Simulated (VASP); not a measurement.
Write the native input for VASP 6.6.1 that does the following.

* Task: single point
* Functional: LDA
* Potentials or basis: VASP PAW LDA potentials, release 64 (Pt)
* Cutoff: 520 eV
* k mesh: 22 × 22 × 22
* Occupations: gaussian, width 0.15 eV
* Spin: no spin polarisation
* Dipole correction: no
* Further INCAR settings: ALGO = Fast; EDIFF = 1e-07; NBANDS = 11

The structure of Pt lies in POSCAR:

```
Pt
1.0
    0.0000000000      2.1028847815      1.8019619693
    2.1028847815      0.0000000000      1.8019619693
    2.1028847815      2.1028847815      0.0000000000
Pt
1
Direct
    0.0000000000      0.0000000000      0.0000000000
```

This cell differs from its parent crystal: volume 15.937 Å^3 an atom, c/a of the conventional cell 0.8569.

These files were run (other wordings do the same):

INCAR

```
ALGO = Fast
EDIFF = 1E-7
ENCUT = 520
ISIF = 2
ISMEAR = 0
LASPH = True
LCHARG = True
LELF = True
LREAL = False
LVHAR = True
LWAVE = False
NBANDS = 11
NELM = 60
PREC = Accurate
SIGMA = 0.15
```

KPOINTS

```
k-points
0
Gamma
  22 22 22
```

Potentials or basis: VASP PAW LDA potentials, release 64 (Pt).

Run with:

```sh
$ cat potpaw_LDA.64/Pt/POTCAR > POTCAR
$ mpirun -np 1 vasp_std > vasp.out
```

Results of the run:

```yaml
Pressure: -17.3 GPa
Band_gap_on_the_k_mesh: zero (band 5 reaches 10.94 eV, above the bottom of band 6 at 8.48 eV)
```

Caveat: spin-orbit coupling is left out, which moves the levels of the heavy elements.

Wall time 6.8 min on 1 thread of AMD EPYC 7R13, with other jobs on the host, peak memory 0.23 GiB.
